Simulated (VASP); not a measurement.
# Mg2ZnS3 (I-4m2) in VASP: single point with PBE

Aim: the single point of Mg2ZnS3 with PBE.

All numbers are computed with VASP 6.6.1; they aren't measurements. Logs are shortened: lines on timing, memory, paths and dates and some standing lists are left out, and cuts for length are marked.

### 1 The cell of the first run

The structure is tetragonal, space group I-4m2 (No. 119). Conventional cell: a = 3.964 Å, b = 3.964 Å, c = 16.876 Å, α = 90.00°, β = 90.00°, γ = 90.00°. Mg (site symmetry 2mm) has 4 S at 2.45 to 2.46 Å within 3.2 Å. Zn (site symmetry -4m2) has 4 S at 2.38 Å within 3.1 Å. Within 3.1 Å of S (site symmetry 2mm) lie 2 Zn at 2.38 Å and 2 Mg at 2.45 Å. S (site symmetry -4m2) has 4 Mg at 2.46 Å within 3.2 Å.

### 2 Single point, PBE

Input file POSCAR:

```
Mg2ZnS3
1.0
   -1.9818712000      1.9818712000      8.4380818000
    1.9818712000     -1.9818712000      8.4380818000
    1.9818712000      1.9818712000     -8.4380818000
Mg Zn S
2 1 3
Direct
    0.8361130000      0.8361130000      0.0000000000
    0.1638870000      0.1638870000      0.0000000000
    0.5000000000      0.5000000000      0.0000000000
    0.4219360000      0.9219360000      0.5000000000
    0.0780640000      0.5780640000      0.5000000000
    0.7500000000      0.2500000000      0.5000000000
```

Input file INCAR.step1:

```
ALGO = Normal
EDIFF = 1E-7
ENCUT = 520
GGA = PE
ISIF = 2
ISMEAR = 0
LASPH = True
LCHARG = True
LREAL = False
LWAVE = False
NBANDS = 26
NELM = 60
PREC = Accurate
SIGMA = 0.02
```

Input file KPOINTS.step1:

```
k-points
0
Gamma
  8 8 8
```

Input file INCAR.step2:

```
ALGO = Normal
EDIFF = 1E-7
ENCUT = 520
GGA = PE
ICHARG = 11
ISIF = 2
ISMEAR = -5
LASPH = True
LCHARG = False
LORBIT = 11
LREAL = False
LWAVE = False
NBANDS = 26
NEDOS = 2001
NELM = 60
PREC = Accurate
SIGMA = 0.02
```

Input file KPOINTS.step2:

```
k-points
0
Gamma
  12 12 12
```

Potentials or basis: VASP PAW PBE potentials, release 64 (Mg, Zn, S).

The run is started by

```bash
$ cat potpaw_PBE.64/Mg/POTCAR potpaw_PBE.64/Zn/POTCAR potpaw_PBE.64/S/POTCAR > POTCAR
$ cp INCAR.step1 INCAR
$ cp KPOINTS.step1 KPOINTS
$ mpirun -np 1 vasp_std > vasp.out
$ cp INCAR.step2 INCAR
$ cp KPOINTS.step2 KPOINTS
$ mpirun -np 1 vasp_std > vasp.out
```

OUTCAR:

```text
EDIFF = 1E-7
   ENCUT = 520
   GGA = PE
   ICHARG = 11
   ISIF = 2
   ISMEAR = -5
   LASPH = True
   LORBIT = 11
   LREAL = False
   NELM = 60
   PREC = Accurate

 ion  position               nearest neighbor table
   1  0.836  0.836  0.000-   4 2.45   4 2.45   6 2.46   6 2.46
   2  0.164  0.164  0.000-   5 2.45   5 2.45   6 2.46   6 2.46
   3  0.500  0.500  0.000-   5 2.38   4 2.38   5 2.38   4 2.38
   4  0.422  0.922  0.500-   3 2.38   3 2.38   1 2.45   1 2.45
   5  0.078  0.578  0.500-   3 2.38   3 2.38   2 2.45   2 2.45
   6  0.750  0.250  0.500-   1 2.46   2 2.46   1 2.46   2 2.46

  LATTYP: Found a body centered tetragonal cell.
 ALAT       =     3.9637424000
 C/A-ratio  =     4.2576337958

  Lattice vectors:

 A1 = (  -1.9818712000,   1.9818712000,   8.4380818000)
 A2 = (   1.9818712000,  -1.9818712000,   8.4380818000)
 A3 = (   1.9818712000,   1.9818712000,  -8.4380818000)

Analysis of symmetry for initial positions (statically):
=====================================================================
 Subroutine PRICEL returns:
 Original cell was already a primitive cell.

 Routine SETGRP: Setting up the symmetry group for a
 body centered tetragonal supercell.

 Subroutine GETGRP returns: Found  8 space group operations
 (whereof  8 operations were pure point group operations)
 out of a pool of 16 trial point group operations.

The static configuration has the point symmetry D_2d.

Analysis of symmetry for dynamics (positions and initial velocities):
=====================================================================
 Subroutine PRICEL returns:
 Original cell was already a primitive cell.

 Routine SETGRP: Setting up the symmetry group for a
 body centered tetragonal supercell.

 Subroutine GETGRP returns: Found  8 space group operations
 (whereof  8 operations were pure point group operations)
 out of a pool of 16 trial point group operations.

The dynamic configuration has the point symmetry D_2d.

 Subroutine INISYM returns: Found  8 space group operations
 (whereof  8 operations are pure point group operations),
 and found     1 'primitive' translations

----------------------------------------------------------------------------------------

                                     Primitive cell

  volume of cell :     132.5728

  direct lattice vectors                    reciprocal lattice vectors
    -1.981871200  1.981871200  8.438081800     0.000000000  0.252286829  0.059255173
     1.981871200 -1.981871200  8.438081800     0.252286829  0.000000000  0.059255173
     1.981871200  1.981871200 -8.438081800     0.252286829  0.252286829  0.000000000

  length of vectors
     8.891391982  8.891391982  8.891391982     0.259152117  0.259152117  0.356787455

  position of ions in fractional coordinates (direct lattice)
     0.836113000  0.836113000  0.000000000
     0.163887000  0.163887000  0.000000000
     0.500000000  0.500000000  0.000000000
     0.421936000  0.921936000  0.500000000
     0.078064000  0.578064000  0.500000000
     0.750000000  0.250000000  0.500000000

  ion indices of the primitive-cell ions
   primitive index   ion index
                 1           1
                 2           2
                 3           3
                 4           4
                 5           5
                 6           6

----------------------------------------------------------------------------------------

 KPOINTS: k-points

Automatic generation of k-mesh.
 Grid dimensions read from file:
 generate k-points for:   12   12   12

 Generating k-lattice:

  Cartesian coordinates                     Fractional coordinates (reciprocal lattice)
     0.000000000  0.021023902  0.004937931     0.083333333 -0.000000000  0.000000000
     0.021023902  0.000000000  0.004937931    -0.000000000  0.083333333  0.000000000
     0.021023902  0.021023902  0.000000000     0.000000000  0.000000000  0.083333333

  Length of vectors
     0.021596010  0.021596010  0.029732288

  Shift w.r.t. Gamma in fractional coordinates (k-lattice)
     0.000000000  0.000000000  0.000000000

 TETIRR: Found   2206 inequivalent tetrahedra from    10368

 Subroutine IBZKPT returns following result:
 ===========================================

 Found    163 irreducible k-points:

 Following reciprocal coordinates:
            Coordinates               Weight
  0.000000  0.000000  0.000000      1.000000
  0.083333  0.000000 -0.000000      8.000000
  0.166667  0.000000  0.000000      8.000000
  0.250000  0.000000 -0.000000      8.000000
  0.333333  0.000000 -0.000000      8.000000
  0.416667  0.000000 -0.000000      8.000000
[... 16 lines left out ...]
  0.500000  0.166667  0.000000     16.000000
 -0.416667  0.166667  0.000000     16.000000
 [... further k-points ...]
   k-points           NKPTS =    163   k-points in BZ     NKDIM =    163   number of bands    NBANDS=     26
   number of dos      NEDOS =   2001   number of ions     NIONS =      6
   total plane-waves  NPLWV = 343000
   dimension x,y,z NGX =    70 NGY =   70 NGZ =   70
   dimension x,y,z NGXF=   140 NGYF=  140 NGZF=  140
   ions per type =               2   1   3
   NGX,Y,Z   is equivalent  to a cutoff of  13.09, 13.09, 13.09 a.u.
   NGXF,Y,Z  is equivalent  to a cutoff of  26.18, 26.18, 26.18 a.u.
 SYSTEM =  unknown system
   PREC   = accura    normal or accurate (medium, high low for compatibility)
   ISTART =      0    job   : 0-new  1-cont  2-samecut
   ICHARG =     11    charge: 1-file 2-atom 10-const
   ISPIN  =      1    spin polarized calculation?
   LNONCOLLINEAR =      F non collinear calculations
   LSORBIT =      F    spin-orbit coupling
   LASPH  =      T    aspherical Exc in radial PAW
   ENCUT  =  520.0 eV  38.22 Ry    6.18 a.u.  16.53 16.53 16.53*2*pi/ulx,y,z
   NELM   =     60;   NELMIN=  2; NELMDL=  0     # of ELM steps
   EDIFF  = 0.1E-06   stopping-criterion for ELM
   LREAL  =      F    real-space projection
   EDIFFG = 0.1E-05   stopping-criterion for IOM
   NSW    =      0    number of steps for IOM
   IBRION =     -1    ionic relax: 0-MD 1-quasi-New 2-CG
   NFREE  =      0    steps in history (QN), initial steepest desc. (CG)
   ISIF   =      2    stress and relaxation
   ISYM   =      2    0-nonsym 1-usesym 2-fastsym
   POTIM  = 0.5000    time-step for ionic-motion
   TEBEG  =    0.0;   TEEND  =   0.0 temperature during run
   PSTRESS=    0.0 pullay stress
   NELECT =      34.0000    total number of electrons
   NUPDOWN=      -1.0000    fix difference up-down
   EMIN   =  10.00;   EMAX   =-10.00  energy-range for DOS
   EFERMI =   0.00;   METHOD = LEGACY
   ISMEAR =    -5;   SIGMA  =   0.02  broadening in eV -4-tet -1-fermi 0-gaus
   EFERMI_NEDOS =   21; number of points for ismear=-14 and -15
   IALGO  =     38    algorithm
   IMIX   =      4    mixing-type and parameters
     AMIX     =   0.40;   BMIX     =  1.00
     AMIX_MAG =   1.60;   BMIX_MAG =  1.00
  volume/ion in A,a.u.               =      22.10       149.11
  Fermi-wavevector in a.u.,A,eV,Ry     =   1.040119  1.965540 14.719424  1.081847
  Thomas-Fermi vector in A             =   2.174680
   LORBIT       =     11    0 simple, 1 ext, 2 COOP (PROOUT), +10 PAW based schemes
   GGA     = PE    functional components
   LHFCALC =     F    Hartree Fock is set to
   AEXX    =    0.0000 exact exchange contribution
   IVDW    =     0    specifies the selected vdW correction
   LEPSILON=     F    determine dielectric tensor
   LRPA    =     F    only Hartree local field effects (RPA)
 non-spin polarized calculation
 Fermi weights with tetrahedron method with Bloechl corrections
  energy-cutoff  :      520.00
  volume of cell :      132.57
 maximum number of plane-waves:      3647
 NGX is ok and might be reduce to    70

 number of electron      33.9999993 magnetization

 Free energy of the ion-electron system (eV)
  ---------------------------------------------------
  ext. energy  EPLUGINS =         0.00000000
  ---------------------------------------------------
  free energy    TOTEN  =       -23.74681650 eV

  energy without entropy =      -23.74681650  energy(sigma->0) =      -23.74681650

 E-fermi :   1.3004     XC(G=0):  -8.6945

 val. band max:        1.2999183093   @ k =   0.0000   0.0000   0.0000
 cond. band min:       4.0776317782   @ k =   0.0000   0.0000   0.0000
 fundamental gap:      2.7777134689
 Fermi energy:         1.3003965325

 k-point     1 :       0.0000    0.0000    0.0000
  band No.  band energies     occupation
      1     -10.5670      2.00000
      2      -9.8365      2.00000
      3      -9.7700      2.00000
      4      -4.2378      2.00000
      5      -4.2378      2.00000
      6      -4.1453      2.00000
[... 18 lines left out ...]
     25       8.7167      0.00000
     26      10.2827      0.00000

 k-point     2 :       0.0833    0.0000   -0.0000
  band No.  band energies     occupation
      1     -10.5374      2.00000
      2      -9.8437      2.00000
      3      -9.7432      2.00000
      4      -4.2395      2.00000
      5      -4.2365      2.00000
      6      -4.1269      2.00000
[... 18 lines left out ...]
     25       8.8125      0.00000
[... 608 lines left out ...]
     25       9.1197      0.00000
     26       9.4372      0.00000

 k-point    24 :      -0.4167    0.1667    0.0000
  band No.  band energies     occupation
      1      -9.9439      2.00000
      2      -9.7658      2.00000
      3      -9.5625      2.00000
      4      -4.2057      2.00000
      5      -4.1384      2.00000
      6      -4.0161      2.00000
[... 18 lines left out ...]
     25       9.2431      0.00000
     26       9.6202      0.00000

 [... further k-points ...]

------------------------ aborting loop because EDIFF is reached ----------------------------------------

  FORCE on cell =-STRESS in cart. coord.  units (eV):
  Direction    XX          YY          ZZ          XY          YZ          ZX
  --------------------------------------------------------------------------------------
  -------------------------------------------------------------------------------------
  Total       -0.0244282     -0.0244282     -0.0124649      0.0000000      0.0000000      0.0000000
  in kB       -0.2952214     -0.2952214     -0.1506413      0.0000000      0.0000000      0.0000000
  external PRESSURE =      -0.2470281 kB  Pullay stress =       0.0000000 kB

 VOLUME and BASIS-vectors are now :
 -----------------------------------------------------------------------------
  energy-cutoff  :      520.00
  volume of cell :      132.57
      direct lattice vectors                 reciprocal lattice vectors
    -1.981871200  1.981871200  8.438081800     0.000000000  0.252286829  0.059255173
     1.981871200 -1.981871200  8.438081800     0.252286829  0.000000000  0.059255173
     1.981871200  1.981871200 -8.438081800     0.252286829  0.252286829  0.000000000

 POSITION                                       TOTAL-FORCE (eV/Angst)
 -----------------------------------------------------------------------------------
      0.00000      0.00000     14.11038        -0.000000      0.000000     -0.001141
      0.00000      0.00000      2.76578        -0.000000      0.000000      0.001141
      0.00000      0.00000      8.43808        -0.000000      0.000000     -0.000000
      1.98187     -0.00000      7.12066         0.000000     -0.000000     -0.023883
      1.98187      0.00000      1.31742         0.000000     -0.000000      0.023883
      0.00000      1.98187      4.21904        -0.000000      0.000000     -0.000000
 -----------------------------------------------------------------------------------
    total drift:                               -0.000000      0.000000      0.000000

  FREE ENERGIE OF THE ION-ELECTRON SYSTEM (eV)
  ---------------------------------------------------
  free  energy   TOTEN  =       -23.7468164962 eV

  energy  without entropy=      -23.7468164962  energy(sigma->0) =      -23.74681650

 total charge

# of ion       s       p       d       tot
------------------------------------------
    1        0.165   0.144   0.038   0.347
    2        0.165   0.144   0.038   0.347
    3        0.501   0.432   9.796  10.729
    4        1.312   2.460   0.000   3.773
    5        1.312   2.460   0.000   3.773
    6        1.310   2.502   0.000   3.812
--------------------------------------------------
tot          4.765   8.144   9.871  22.781
```

Run time: 25 min. Hardware: 1 thread of Intel Xeon 6975P-C (Granite Rapids), shared host; peak memory 1.1 GiB.

What came out:

| Item | Value |
| --- | --- |
| Valence electrons inside the program's atomic spheres | Mg 0.35; Zn 10.73; S 3.77, 3.81 (each value once) |
